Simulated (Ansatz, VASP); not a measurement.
# Two plane-wave programs on CaS

```
CELL_PARAMETERS angstrom
0.00000 2.77007 2.77007
2.77007 0.00000 2.77007
2.77007 2.77007 0.00000
ATOMIC_POSITIONS crystal
Ca 0.00000 0.00000 0.00000
S 0.50000 0.50000 0.50000
```

Alike in both runs: task single point; functional r2SCAN; k mesh 5 × 5 × 5; no spin polarisation.

|  | VASP | Ansatz |
| --- | --- | --- |
| version | VASP 6.6.1 | Ansatz 0.2.0 |
| potentials or method | VASP PAW PBE potentials, release 64 (Ca_sv, S), cutoff 550 eV | plane waves, PAW |
| occupations | gaussian, width 0.01 eV | fixed |
| valence electrons in the cell | 16 | 16 |

Ansatz gave:

```
pressure (GPa) : 6.1
```

Problem. Which values does VASP return?

Solution. Pressure (GPa): 6.5.

VASP's potentials were made for PBE, not for r2SCAN.
